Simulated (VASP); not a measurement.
# GaSb: single point with r2SCAN

GaSb:

```
Ga Sb
1.0
     0.00000    3.02531    3.02531
     3.02531    0.00000    3.02531
     3.02531    3.02531    0.00000
Ga Sb
1 1
Direct
  0.00000 0.00000 0.00000
  0.25000 0.25000 0.25000
```

- Program: VASP 6.6.1
- Task: single point
- Functional: r2SCAN
- Potentials or basis: VASP PAW PBE potentials, release 64 (Ga_d, Sb)
- Cutoff: 520 eV
- k mesh: 10 × 10 × 10
- Occupations: fermi-dirac, width 0.1 eV
- Spin: no spin polarisation
- Dipole correction: no
- Further INCAR settings: ALGO = Normal; EDIFF = 1e-06; NBANDS = 16

* Pressure: 2.5 GPa
* Band gap on the k mesh: 0.70 eV

Levels at points of the mesh, in eV from the valence-band top:
| k point | band 5 | band 6 | band 7 | band 8 | band 9 | band 10 | band 11 | band 12 | band 13 | band 14 |
| --- | --- | --- | --- | --- | --- | --- | --- | --- | --- | --- |
| (0.00, 0.00, 0.00) | -15.50 | -12.18 | 0.00 | 0.00 | 0.00 | 0.71 | 2.97 | 2.97 | 2.97 | 6.40 |
| (0.50, 0.00, 0.00) | -15.50 | -10.37 | -6.76 | -1.27 | -1.27 | 0.76 | 4.01 | 4.01 | 6.91 | 10.19 |
| (0.50, 0.50, 0.00) | -15.50 | -9.43 | -7.21 | -2.82 | -2.82 | 1.08 | 1.42 | 9.49 | 9.49 | 11.09 |

It took 65 s on 1 thread of AMD EPYC 9R45 96-Core Processor (Zen 5), on a shared host, peak memory 0.18 GiB.

Caveat: semilocal functionals underestimate gaps, and a narrow one can read as zero; the PAW data sets were made with another functional, which shifts forces and pressure a little; spin-orbit coupling is left out, which moves the levels of the heavy elements. A k mesh can miss the band edges.
